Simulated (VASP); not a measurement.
# Se (R-3m) in VASP: a series of runs, part 2 of 2

VASP 6.6.1. The steps go on from the part before.

## (3) Single point, LDA

File INCAR:

```
SYSTEM = Se
ALGO     = Normal         ! electronic algorithm
EDIFF    = 1E-6           ! SCF threshold, eV
ENCUT    = 500            ! plane-wave cutoff, eV
GGA_COMPAT= .FALSE.      
ISIF     = 2              ! what is computed and relaxed
ISMEAR   = 0              ! smearing method
LASPH    = .TRUE.         ! aspherical terms in the spheres
LCHARG   = .FALSE.        ! write CHGCAR
LREAL    = .FALSE.        ! projectors in reciprocal space
LWAVE    = .FALSE.        ! write WAVECAR
NBANDS   = 13             ! bands
NELM     = 120            ! most SCF steps
PREC     = Accurate       ! precision mode
SIGMA    = 0.02           ! smearing width, eV
```

File KPOINTS:

```
k-points
0
G
  5 5 5
  0 0 0
```

File POSCAR:

```
Se
1.0
    0.0312556700      3.1411948350      3.1411948350
    3.1411948350      0.0312556700      3.1411948350
    3.1411948350      3.1411948350      0.0312556700
Se
2
Direct
    0.5000000000      0.5000000000      0.5000000000
    0.7500000000      0.7500000000      0.7500000000
```

Potentials or basis: VASP PAW LDA potentials, release 64 (Se).

Started as:

```console
> cat potpaw_LDA.64/Se/POTCAR > POTCAR
> mpirun -np 1 vasp_std > vasp.out
```

OUTCAR:

```text
SYSTEM = Se
   EDIFF = 1E-6
   ENCUT = 500
   ISIF = 2
   ISMEAR = 0
   LASPH = .TRUE.
   LREAL = .FALSE.
   NELM = 120
   PREC = Accurate

 ion  position               nearest neighbor table
   1  0.500  0.500  0.500-   2 2.70   2 2.70   2 2.70   2 2.73
   2  0.750  0.750  0.750-   1 2.70   1 2.70   1 2.70   1 2.73

  LATTYP: Found a trigonal (rhomboedric) cell.
 ALAT       =     4.4424302921
 COS(alpha) =     0.5099250056

  Lattice vectors:

 A1 = (   0.0312556700,   3.1411948350,   3.1411948350)
 A2 = (   3.1411948350,   0.0312556700,   3.1411948350)
 A3 = (   3.1411948350,   3.1411948350,   0.0312556700)

Analysis of symmetry for initial positions (statically):
=====================================================================
 Subroutine PRICEL returns:
 Original cell was already a primitive cell.

 Routine SETGRP: Setting up the symmetry group for a
 trigonal (rhombohedral) supercell.

 Subroutine GETGRP returns: Found 12 space group operations
 (whereof  6 operations were pure point group operations)
 out of a pool of 12 trial point group operations.

The static configuration has the point symmetry C_3v.
 The point group associated with its full space group is D_3d.

Analysis of symmetry for dynamics (positions and initial velocities):
=====================================================================
 Subroutine PRICEL returns:
 Original cell was already a primitive cell.

 Routine SETGRP: Setting up the symmetry group for a
 trigonal (rhombohedral) supercell.

 Subroutine GETGRP returns: Found 12 space group operations
 (whereof  6 operations were pure point group operations)
 out of a pool of 12 trial point group operations.

The dynamic configuration has the point symmetry C_3v.
 The point group associated with its full space group is D_3d.

 Subroutine INISYM returns: Found 12 space group operations
 (whereof  6 operations are pure point group operations),
 and found     1 'primitive' translations

----------------------------------------------------------------------------------------

                                     Primitive cell

  volume of cell :      61.0638

  direct lattice vectors                    reciprocal lattice vectors
     0.031255670  3.141194835  3.141194835    -0.161570764  0.159978934  0.159978934
     3.141194835  0.031255670  3.141194835     0.159978934 -0.161570764  0.159978934
     3.141194835  3.141194835  0.031255670     0.159978934  0.159978934 -0.161570764

  length of vectors
     4.442430292  4.442430292  4.442430292     0.278013724  0.278013724  0.278013724

  position of ions in fractional coordinates (direct lattice)
     0.500000000  0.500000000  0.500000000
     0.750000000  0.750000000  0.750000000

  ion indices of the primitive-cell ions
   primitive index   ion index
                 1           1
                 2           2

----------------------------------------------------------------------------------------

 KPOINTS: k-points

Automatic generation of k-mesh.
 Grid dimensions read from file:
 generate k-points for:    5    5    5

 Generating k-lattice:

  Cartesian coordinates                     Fractional coordinates (reciprocal lattice)
    -0.032314153  0.031995787  0.031995787     0.200000000 -0.000000000 -0.000000000
     0.031995787 -0.032314153  0.031995787    -0.000000000  0.200000000 -0.000000000
     0.031995787  0.031995787 -0.032314153    -0.000000000 -0.000000000  0.200000000

[... 34 lines left out ...]
   total plane-waves  NPLWV =  32768
   dimension x,y,z NGX =    32 NGY =   32 NGZ =   32
   dimension x,y,z NGXF=    64 NGYF=   64 NGZF=   64
   ions per type =               2
   NGX,Y,Z   is equivalent  to a cutoff of  11.98, 11.98, 11.98 a.u.
   NGXF,Y,Z  is equivalent  to a cutoff of  23.95, 23.95, 23.95 a.u.
 SYSTEM =  Se
   PREC   = accura    normal or accurate (medium, high low for compatibility)
   ISTART =      0    job   : 0-new  1-cont  2-samecut
   ICHARG =      2    charge: 1-file 2-atom 10-const
   ISPIN  =      1    spin polarized calculation?
   LNONCOLLINEAR =      F non collinear calculations
   LSORBIT =      F    spin-orbit coupling
   LASPH  =      T    aspherical Exc in radial PAW
   ENCUT  =  500.0 eV  36.75 Ry    6.06 a.u.   8.10  8.10  8.10*2*pi/ulx,y,z
   NELM   =    120;   NELMIN=  2; NELMDL= -5     # of ELM steps
   EDIFF  = 0.1E-05   stopping-criterion for ELM
   LREAL  =      F    real-space projection
   EDIFFG = 0.1E-04   stopping-criterion for IOM
   NSW    =      0    number of steps for IOM
   IBRION =     -1    ionic relax: 0-MD 1-quasi-New 2-CG
   NFREE  =      0    steps in history (QN), initial steepest desc. (CG)
   ISIF   =      2    stress and relaxation
   ISYM   =      2    0-nonsym 1-usesym 2-fastsym
   POTIM  = 0.5000    time-step for ionic-motion
   TEBEG  =    0.0;   TEEND  =   0.0 temperature during run
   PSTRESS=    0.0 pullay stress
   NELECT =      12.0000    total number of electrons
   NUPDOWN=      -1.0000    fix difference up-down
   EMIN   =  10.00;   EMAX   =-10.00  energy-range for DOS
   EFERMI =   0.00;   METHOD = LEGACY
   ISMEAR =     0;   SIGMA  =   0.02  broadening in eV -4-tet -1-fermi 0-gaus
   EFERMI_NEDOS =   21; number of points for ismear=-14 and -15
   IALGO  =     38    algorithm
   IMIX   =      4    mixing-type and parameters
     AMIX     =   0.40;   BMIX     =  1.00
     AMIX_MAG =   1.60;   BMIX_MAG =  1.00
  volume/ion in A,a.u.               =      30.53       206.04
  Fermi-wavevector in a.u.,A,eV,Ry     =   0.951789  1.798620 12.325544  0.905902
  Thomas-Fermi vector in A             =   2.080291
   LORBIT       =      0    0 simple, 1 ext, 2 COOP (PROOUT), +10 PAW based schemes
   GGA     = CA    functional components
   LHFCALC =     F    Hartree Fock is set to
   AEXX    =    0.0000 exact exchange contribution
   IVDW    =     0    specifies the selected vdW correction
   LEPSILON=     F    determine dielectric tensor
   LRPA    =     F    only Hartree local field effects (RPA)
 non-spin polarized calculation
 Gauss-broadening in eV      SIGMA  =   0.02
  energy-cutoff  :      500.00
  volume of cell :       61.06
 maximum number of plane-waves:      1561
   NGX = 17   NGY = 17   NGZ = 17

 number of electron      12.0000001 magnetization

 Free energy of the ion-electron system (eV)
  ---------------------------------------------------
  ext. energy  EPLUGINS =         0.00000000
  ---------------------------------------------------
  free energy    TOTEN  =        -7.18156702 eV

  energy without entropy =       -7.18064362  energy(sigma->0) =       -7.18110532

 E-fermi :   2.2899     XC(G=0):  -8.6682

 val. band max:        2.2733699945   @ k =  -0.4000   0.4000   0.4000
 cond. band min:       2.2902036402   @ k =  -0.2000   0.2000   0.0000
 fundamental gap:      0.0168336458
 Fermi energy:         2.2898812950

 k-point     1 :       0.0000    0.0000    0.0000
  band No.  band energies     occupation
      1     -13.2125      2.00000
      2      -7.8970      2.00000
      3      -1.2470      2.00000
      4      -1.2470      2.00000
      5      -1.1610      2.00000
      6       1.3971      2.00000
      7       1.5197      2.00000
      8       1.5197      2.00000
      9       6.3616      0.00000
     10       9.8891      0.00000
     11       9.8891      0.00000
     12      11.6362      0.00000
     13      11.7304      0.00000
[... 274 lines left out ...]
  band No.  band energies     occupation
      1     -12.0244      2.00000
      2     -10.0830      2.00000
      3      -3.0246      2.00000
      4      -2.1565      2.00000
      5      -0.4495      2.00000
      6       2.2734      1.75700
      7       3.0764      0.00000
      8       3.7583      0.00000
      9       7.9000      0.00000
     10       9.3942      0.00000
     11       9.5578      0.00000
     12      11.3928      0.00000
     13      13.4122      0.00000

------------------------ aborting loop because EDIFF is reached ----------------------------------------

  FORCE on cell =-STRESS in cart. coord.  units (eV):
  Direction    XX          YY          ZZ          XY          YZ          ZX
  --------------------------------------------------------------------------------------
  -------------------------------------------------------------------------------------
  Total       -0.6245069     -0.6245069     -0.6245069      0.2565185      0.2565185      0.2565185
  in kB      -16.3856579    -16.3856579    -16.3856579      6.7304676      6.7304676      6.7304676
  external PRESSURE =     -16.3856579 kB  Pullay stress =       0.0000000 kB

 VOLUME and BASIS-vectors are now :
 -----------------------------------------------------------------------------
  energy-cutoff  :      500.00
  volume of cell :       61.06
      direct lattice vectors                 reciprocal lattice vectors
     0.031255670  3.141194835  3.141194835    -0.161570764  0.159978934  0.159978934
     3.141194835  0.031255670  3.141194835     0.159978934 -0.161570764  0.159978934
     3.141194835  3.141194835  0.031255670     0.159978934  0.159978934 -0.161570764

 POSITION                                       TOTAL-FORCE (eV/Angst)
 -----------------------------------------------------------------------------------
      3.15682      3.15682      3.15682        -0.183041     -0.183041     -0.183041
      4.73523      4.73523      4.73523         0.183041      0.183041      0.183041
 -----------------------------------------------------------------------------------
    total drift:                               -0.000000     -0.000000     -0.000000

  FREE ENERGIE OF THE ION-ELECTRON SYSTEM (eV)
  ---------------------------------------------------
  free  energy   TOTEN  =        -7.1815670192 eV

  energy  without entropy=       -7.1806436207  energy(sigma->0) =       -7.18110532
```

Run time: 5.1 s. Hardware: 1 thread of Intel Xeon 6975P-C (Granite Rapids), shared host; peak memory 0.15 GiB.

Results:

| Item | Value |
| --- | --- |
| Free energy | -7.1816 eV |
| Pressure | -1.6 GPa |
| Largest force | 0.317 eV/Å |
| Band gap on the k mesh | zero (band 6 reaches 2.49 eV, above the bottom of band 7 at 1.52 eV) |

Forces in eV/Å, atoms in the order of the input:
```
Se  -0.183 -0.183 -0.183
Se   0.183  0.183  0.183
```

Stress tensor (GPa, compression positive):
```
-1.64  0.67  0.67
 0.67 -1.64  0.67
 0.67  0.67 -1.64
```
